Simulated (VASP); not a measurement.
# ScAl3N3 (P1) in VASP: settings compared

Aim: see how the results for ScAl3N3 move with the level of theory and the settings. Levels: PBE, r2SCAN. Tasks: single point.

Everything below comes from runs of VASP 6.6.1. Logs are shortened: lines on timing, memory, paths and dates and some standing lists are left out, and cuts for length are marked.

## (1) The cell of the first run

The typed cell holds 7 atoms: a = 4.439 Å, b = 4.668 Å, c = 5.378 Å, α = 65.00°, β = 66.26°, γ = 88.25°.

The cell was built from a structure type or drawn by symmetry, and may not be a known phase.

## (2) Single point, PBE

File INCAR:

```
SYSTEM = ScAl3N3
ALGO = Normal ; EDIFF = 1E-6
ENCUT = 600 ; GGA = PE
GGA_COMPAT = .FALSE. ; ISIF = 2
ISMEAR = 0 ; LASPH = .TRUE.
LCHARG = .TRUE. ; LELF = .TRUE.
LREAL = .FALSE. ; LVHAR = .TRUE.
LWAVE = .FALSE. ; NBANDS = 26
NELM = 120 ; PREC = Accurate
SIGMA = 0.1
```

File KPOINTS:

```
k-points
0
G
  8 8 8
  0 0 0
```

File POSCAR:

```
ScAl3N3
1.0
    4.4384981840     -0.0063591924     -0.0003985061
    0.1490003546      4.6655268964     -0.0058032028
    2.1685561268      2.2099247484      4.3970508752
Sc Al N
1 3 3
Direct
    0.1470337391      0.4102253519      0.5907830376
    0.3767374133      0.1392677801      0.1215554332
    0.6077553316      0.8945254394      0.6078174941
    0.8755748263      0.6771376156      0.0982307199
    0.7345298689      0.0304475404      0.8460350203
    0.9905688831      0.8087370345      0.3444030088
    0.2533989476      0.5252562180      0.8911762961
```

Potentials or basis: VASP PAW PBE potentials, release 64 (Sc_sv, Al, N).

The run is started by

```
$ cat potpaw_PBE.64/Sc_sv/POTCAR potpaw_PBE.64/Al/POTCAR potpaw_PBE.64/N/POTCAR > POTCAR
$ mpirun -np 1 vasp_std > vasp.out
```

OUTCAR:

```text
SYSTEM = ScAl3N3
   EDIFF = 1E-6
   ENCUT = 600
   GGA = PE
   ISIF = 2
   ISMEAR = 0
   LASPH = .TRUE.
   LREAL = .FALSE.
   NELM = 120
   PREC = Accurate

 ion  position               nearest neighbor table
   1  0.147  0.410  0.591-   6 2.07   7 2.12   5 2.12   2 3.09   4 3.10   3 3.11   4 3.12   2 3.14
                             3 3.15   2 3.16   4 3.21   3 3.24   4 3.25   2 3.29   3 3.39
   2  0.377  0.139  0.122-   5 1.92   7 1.92   6 1.92   3 2.96   4 3.05   1 3.09   1 3.14   1 3.16
                             3 3.21   3 3.21   4 3.22   1 3.29   3 3.29   4 3.30   4 3.33
   3  0.608  0.895  0.608-   6 1.89   5 1.91   7 1.94   2 2.96   4 3.10   4 3.10   4 3.10   1 3.11
                             1 3.15   2 3.21   2 3.21   1 3.24   2 3.29   1 3.39
   4  0.876  0.677  0.098-   6 1.91   7 1.91   5 1.92   2 3.05   3 3.10   1 3.10   3 3.10   3 3.10
                             1 3.12   1 3.21   2 3.22   1 3.25   2 3.30   2 3.33
   5  0.735  0.030  0.846-   3 1.91   2 1.92   4 1.92   1 2.12
   6  0.991  0.809  0.344-   3 1.89   4 1.91   2 1.92   1 2.07
   7  0.253  0.525  0.891-   4 1.91   2 1.92   3 1.94   1 2.12

  LATTYP: Found a triclinic cell.
 ALAT       =     4.4385027574
 B/A-ratio  =     1.4731498651
 C/A-ratio  =     1.2216668053
 COS(alpha) =     0.0032319920
 COS(beta)  =     0.4192833135
 COS(gamma) =     0.7005831855

  Lattice vectors:

 A1 = (  -4.4384981840,   0.0063591924,   0.0003985061)
 A2 = (  -4.5874985386,  -4.6591677040,   0.0062017089)
 A3 = (  -2.2699420572,   2.2162839408,   4.3974493813)

Analysis of symmetry for initial positions (statically):
=====================================================================
 Subroutine PRICEL returns:
 Original cell was already a primitive cell.

 Routine SETGRP: Setting up the symmetry group for a
 triclinic supercell.

 Subroutine GETGRP returns: Found  1 space group operations
 (whereof  1 operations were pure point group operations)
 out of a pool of  2 trial point group operations.

The static configuration has the point symmetry C_1 .

Analysis of symmetry for dynamics (positions and initial velocities):
=====================================================================
 Subroutine PRICEL returns:
 Original cell was already a primitive cell.

 Routine SETGRP: Setting up the symmetry group for a
 triclinic supercell.

 Subroutine GETGRP returns: Found  1 space group operations
 (whereof  1 operations were pure point group operations)
 out of a pool of  2 trial point group operations.

The dynamic configuration has the point symmetry C_1 .

 Subroutine INISYM returns: Found  1 space group operations
 (whereof  1 operations are pure point group operations),
 and found     1 'primitive' translations

----------------------------------------------------------------------------------------

                                     Primitive cell

  volume of cell :      91.1189

  direct lattice vectors                    reciprocal lattice vectors
     4.438498184 -0.006359192 -0.000398506     0.225281288 -0.007328301 -0.107422029
     0.149000355  4.665526896 -0.005803203     0.000297205  0.214194486 -0.107799117
     2.168556127  2.209924748  4.397050875     0.000020810  0.000282029  0.227273152

  length of vectors
     4.438502757  4.667909168  5.377774583     0.249689518  0.239791609  0.227273328

  position of ions in fractional coordinates (direct lattice)
     0.147033739  0.410225352  0.590783038
     0.376737413  0.139267780  0.121555433
     0.607755332  0.894525439  0.607817494
     0.875574826  0.677137616  0.098230720
     0.734529869  0.030447540  0.846035020
     0.990568883  0.808737034  0.344403009
     0.253398948  0.525256218  0.891176296

  ion indices of the primitive-cell ions
   primitive index   ion index
                 1           1
                 2           2
                 3           3
                 4           4
                 5           5
                 6           6
                 7           7

----------------------------------------------------------------------------------------

 KPOINTS: k-points

Automatic generation of k-mesh.
 Grid dimensions read from file:
 generate k-points for:    8    8    8

 Generating k-lattice:

  Cartesian coordinates                     Fractional coordinates (reciprocal lattice)
     0.028160161 -0.000916038 -0.013427754     0.125000000 -0.000000000 -0.000000000
     0.000037151  0.026774311 -0.013474890     0.000000000  0.125000000  0.000000000
     0.000002601  0.000035254  0.028409144     0.000000000  0.000000000  0.125000000

  Length of vectors
     0.031211190  0.029973951  0.028409166

  Shift w.r.t. Gamma in fractional coordinates (k-lattice)
     0.000000000  0.000000000  0.000000000

 Subroutine IBZKPT returns following result:
 ===========================================

 Found    260 irreducible k-points:

 Following reciprocal coordinates:
            Coordinates               Weight
  0.000000  0.000000  0.000000      1.000000
  0.125000 -0.000000 -0.000000      2.000000
  0.250000 -0.000000 -0.000000      2.000000
  0.375000 -0.000000 -0.000000      2.000000
  0.500000 -0.000000 -0.000000      1.000000
 -0.000000  0.125000 -0.000000      2.000000
[... 16 lines left out ...]
  0.125000  0.375000 -0.000000      2.000000
  0.250000  0.375000 -0.000000      2.000000
 [... further k-points ...]
   k-points           NKPTS =    260   k-points in BZ     NKDIM =    260   number of bands    NBANDS=     26
   number of dos      NEDOS =    301   number of ions     NIONS =      7
   total plane-waves  NPLWV =  69120
   dimension x,y,z NGX =    36 NGY =   40 NGZ =   48
   dimension x,y,z NGXF=    72 NGYF=   80 NGZF=   96
   ions per type =               1   3   3
   NGX,Y,Z   is equivalent  to a cutoff of  13.48, 14.25, 14.84 a.u.
   NGXF,Y,Z  is equivalent  to a cutoff of  26.97, 28.49, 29.68 a.u.
 SYSTEM =  ScAl3N3
   PREC   = accura    normal or accurate (medium, high low for compatibility)
   ISTART =      0    job   : 0-new  1-cont  2-samecut
   ICHARG =      2    charge: 1-file 2-atom 10-const
   ISPIN  =      1    spin polarized calculation?
   LNONCOLLINEAR =      F non collinear calculations
   LSORBIT =      F    spin-orbit coupling
   LASPH  =      T    aspherical Exc in radial PAW
   ENCUT  =  600.0 eV  44.10 Ry    6.64 a.u.   8.86  9.32 10.74*2*pi/ulx,y,z
   NELM   =    120;   NELMIN=  2; NELMDL= -5     # of ELM steps
   EDIFF  = 0.1E-05   stopping-criterion for ELM
   LREAL  =      F    real-space projection
   EDIFFG = 0.1E-04   stopping-criterion for IOM
   NSW    =      0    number of steps for IOM
   IBRION =     -1    ionic relax: 0-MD 1-quasi-New 2-CG
   NFREE  =      0    steps in history (QN), initial steepest desc. (CG)
   ISIF   =      2    stress and relaxation
   ISYM   =      2    0-nonsym 1-usesym 2-fastsym
   POTIM  = 0.5000    time-step for ionic-motion
   TEBEG  =    0.0;   TEEND  =   0.0 temperature during run
   PSTRESS=    0.0 pullay stress
   NELECT =      35.0000    total number of electrons
   NUPDOWN=      -1.0000    fix difference up-down
   EMIN   =  10.00;   EMAX   =-10.00  energy-range for DOS
   EFERMI =   0.00;   METHOD = LEGACY
   ISMEAR =     0;   SIGMA  =   0.10  broadening in eV -4-tet -1-fermi 0-gaus
   EFERMI_NEDOS =   21; number of points for ismear=-14 and -15
   IALGO  =     38    algorithm
   IMIX   =      4    mixing-type and parameters
     AMIX     =   0.40;   BMIX     =  1.00
     AMIX_MAG =   1.60;   BMIX_MAG =  1.00
  volume/ion in A,a.u.               =      13.02        87.84
  Fermi-wavevector in a.u.,A,eV,Ry     =   1.190039  2.248848 19.268487  1.416194
  Thomas-Fermi vector in A             =   2.326133
   LORBIT       =      0    0 simple, 1 ext, 2 COOP (PROOUT), +10 PAW based schemes
   GGA     = PE    functional components
   LHFCALC =     F    Hartree Fock is set to
   AEXX    =    0.0000 exact exchange contribution
   IVDW    =     0    specifies the selected vdW correction
   LEPSILON=     F    determine dielectric tensor
   LRPA    =     F    only Hartree local field effects (RPA)
 non-spin polarized calculation
 Gauss-broadening in eV      SIGMA  =   0.10
  energy-cutoff  :      600.00
  volume of cell :       91.12
 maximum number of plane-waves:      3062
   NGX = 17   NGY = 19   NGZ = 21

 number of electron      35.0000000 magnetization

 Free energy of the ion-electron system (eV)
  ---------------------------------------------------
  ext. energy  EPLUGINS =         0.00000000
  ---------------------------------------------------
  free energy    TOTEN  =       -49.11356743 eV

  energy without entropy =      -49.10494804  energy(sigma->0) =      -49.10925774

 E-fermi :   7.1460     XC(G=0): -10.4770

 val. band max:        7.1342741839   @ k =  -0.2500  -0.3750   0.1250
 cond. band min:       7.1511230124   @ k =   0.5000   0.1250  -0.0000
 fundamental gap:      0.0168488285
 Fermi energy:         7.1459959798

 k-point     1 :       0.0000    0.0000    0.0000
  band No.  band energies     occupation
      1     -42.7005      2.00000
      2     -21.4855      2.00000
      3     -21.4159      2.00000
      4     -21.3614      2.00000
      5      -9.5055      2.00000
      6      -7.6459      2.00000
[... 18 lines left out ...]
     25      11.2221      0.00000
     26      12.8046      0.00000

 k-point     2 :       0.1250   -0.0000   -0.0000
  band No.  band energies     occupation
      1     -42.7005      2.00000
      2     -21.4860      2.00000
      3     -21.4158      2.00000
      4     -21.3627      2.00000
      5      -9.4325      2.00000
      6      -7.7137      2.00000
[... 18 lines left out ...]
     25      11.1937      0.00000
[... 608 lines left out ...]
     25      12.0000      0.00000
     26      12.9004      0.00000

 k-point    24 :       0.2500    0.3750   -0.0000
  band No.  band energies     occupation
      1     -42.7002      2.00000
      2     -21.4880      2.00000
      3     -21.4212      2.00000
      4     -21.3669      2.00000
      5      -8.7581      2.00000
      6      -8.1520      2.00000
[... 18 lines left out ...]
     25      12.0125      0.00000
     26      12.6016      0.00000

 [... further k-points ...]

------------------------ aborting loop because EDIFF is reached ----------------------------------------

  FORCE on cell =-STRESS in cart. coord.  units (eV):
  Direction    XX          YY          ZZ          XY          YZ          ZX
  --------------------------------------------------------------------------------------
  -------------------------------------------------------------------------------------
  Total       -0.0130854      0.0034319     -0.0202703      0.0263860     -0.0377348      0.0321156
  in kB       -0.2300860      0.0603435     -0.3564209      0.4639540     -0.6635045      0.5646997
  external PRESSURE =      -0.1753878 kB  Pullay stress =       0.0000000 kB

 VOLUME and BASIS-vectors are now :
 -----------------------------------------------------------------------------
  energy-cutoff  :      600.00
  volume of cell :       91.12
      direct lattice vectors                 reciprocal lattice vectors
     4.438498184 -0.006359192 -0.000398506     0.225281288 -0.007328301 -0.107422029
     0.149000355  4.665526896 -0.005803203     0.000297205  0.214194486 -0.107799117
     2.168556127  2.209924748  4.397050875     0.000020810  0.000282029  0.227273152

 POSITION                                       TOTAL-FORCE (eV/Angst)
 -----------------------------------------------------------------------------------
      1.99488      3.21857      2.59526         0.038398     -0.042973     -0.033746
      1.95650      0.91599      0.53353        -0.002279      0.001486     -0.003135
      4.14889      5.51280      2.66717         0.005234     -0.004308      0.003413
      4.20015      3.37072      0.42765         0.007090      0.004108     -0.003709
      5.09942      2.00706      3.71959        -0.038144     -0.027516      0.030995
      5.26400      4.52799      1.50927        -0.038836      0.034960     -0.024407
      3.13554      4.41842      3.91540         0.028536      0.034242      0.030588
 -----------------------------------------------------------------------------------
    total drift:                                0.000108      0.000043     -0.000101

  FREE ENERGIE OF THE ION-ELECTRON SYSTEM (eV)
  ---------------------------------------------------
  free  energy   TOTEN  =       -49.1135674321 eV

  energy  without entropy=      -49.1049480401  energy(sigma->0) =      -49.10925774
```

Run time: 9.2 min. Hardware: 1 thread of Intel Xeon Platinum 8488C (Sapphire Rapids), shared host; peak memory 0.77 GiB.

What came out:

- Free energy: -49.1136 eV
- Pressure: 0.0 GPa
- Largest force: 0.067 eV/Å
- Band gap on the k mesh: zero (an odd number of electrons rules out a gap without spin polarisation)

Forces in eV/Å, atoms in the order of the input:
```
Sc   0.038 -0.043 -0.034
Al  -0.002  0.001 -0.003
Al   0.005 -0.004  0.003
Al   0.007  0.004 -0.004
N   -0.038 -0.028  0.031
N   -0.039  0.035 -0.024
N    0.029  0.034  0.031
```

## (3) Single point, r2SCAN

POSCAR is that of step 2.

File INCAR.step1:

```
SYSTEM = ScAl3N3
PREC     = Accurate       ! precision mode
ENCUT    = 660            ! plane-wave cutoff, eV
ISMEAR   = 0              ! smearing method
SIGMA    = 0.1            ! smearing width, eV
LREAL    = .FALSE.        ! projectors in reciprocal space
LASPH    = .TRUE.         ! aspherical terms in the spheres
NELM     = 120            ! most SCF steps
NBANDS   = 26             ! bands
GGA      = PE             ! functional
ALGO     = Normal         ! electronic algorithm
EDIFF    = 1E-5           ! SCF threshold, eV
LWAVE    = .TRUE.         ! write WAVECAR
LCHARG   = .FALSE.        ! write CHGCAR
GGA_COMPAT= .FALSE.      
KPAR     = 4
```

File INCAR.step2:

```
SYSTEM = ScAl3N3
PREC     = Accurate       ! precision mode
ENCUT    = 660            ! plane-wave cutoff, eV
EDIFF    = 1E-6           ! SCF threshold, eV
ISMEAR   = 0              ! smearing method
SIGMA    = 0.1            ! smearing width, eV
LREAL    = .FALSE.        ! projectors in reciprocal space
LASPH    = .TRUE.         ! aspherical terms in the spheres
NELM     = 120            ! most SCF steps
ALGO     = Normal         ! electronic algorithm
ISIF     = 2              ! what is computed and relaxed
LWAVE    = .FALSE.        ! write WAVECAR
LCHARG   = .FALSE.        ! write CHGCAR
METAGGA  = R2SCAN         ! meta-GGA
LMIXTAU  = .TRUE.       
NBANDS   = 26             ! bands
ISTART   = 1            
GGA_COMPAT= .FALSE.      
KPAR     = 4
```

File KPOINTS:

```
Automatic mesh
0
G
  8 8 8
  0 0 0
```

Potentials or basis: VASP PAW PBE potentials, release 64 (Sc_sv, Al, N).

The run is started by

```
$ cat potpaw_PBE.64/Sc_sv/POTCAR potpaw_PBE.64/Al/POTCAR potpaw_PBE.64/N/POTCAR > POTCAR
$ cp INCAR.step1 INCAR
$ mpirun -np 4 vasp_std > vasp.out
$ cp INCAR.step2 INCAR
$ mpirun -np 4 vasp_std > vasp.out
```

It took 7.2 min on 4 MPI ranks of Intel Xeon Platinum 8559C (Emerald Rapids), shared host; peak memory 0.88 GiB.

It converged, with:

- Free energy: -66.8873 eV
- Pressure: -2.6 GPa
- Largest force: 0.220 eV/Å
- Band gap on the k mesh: zero (an odd number of electrons rules out a gap without spin polarisation)

Forces in eV/Å, atoms in the order of the input:
```
Sc   0.071  0.008 -0.087
Al  -0.080 -0.134 -0.065
Al   0.104 -0.145  0.031
Al   0.076  0.171 -0.029
N   -0.149 -0.129  0.097
N   -0.109  0.108 -0.097
N    0.087  0.121  0.150
```

Stress tensor (GPa, compression positive):
```
-2.53  0.36  0.20
 0.36 -2.77 -0.43
 0.20 -0.43 -2.45
```

Levels at points of the mesh, in eV from the Fermi level:
| k point | band 15 | band 16 | band 17 | band 18 | band 19 | band 20 |
| --- | --- | --- | --- | --- | --- | --- |
| (0.00, 0.00, 0.00) | -4.13 | -3.85 | -3.44 | -0.27 | 0.33 | 1.04 |
| (0.50, 0.00, 0.00) | -4.10 | -3.85 | -2.10 | -0.19 | 1.10 | 1.97 |
| (0.00, 0.50, 0.00) | -3.91 | -3.52 | -2.25 | -0.36 | 0.98 | 1.62 |
| (0.50, 0.50, 0.00) | -3.81 | -3.53 | -2.31 | 0.25 | 1.16 | 1.85 |
| (0.00, 0.00, 0.50) | -4.14 | -3.95 | -2.11 | 0.23 | 0.55 | 0.88 |
| (0.50, 0.00, 0.50) | -3.83 | -3.57 | -1.81 | 0.18 | 1.03 | 1.81 |
| (0.00, 0.50, 0.50) | -3.93 | -3.75 | -2.25 | -0.94 | 0.88 | 1.79 |
| (0.50, 0.50, 0.50) | -3.76 | -3.65 | -2.67 | 0.33 | 1.58 | 2.31 |

Caveat: the PAW data sets were made with another functional, which shifts forces and pressure a little.
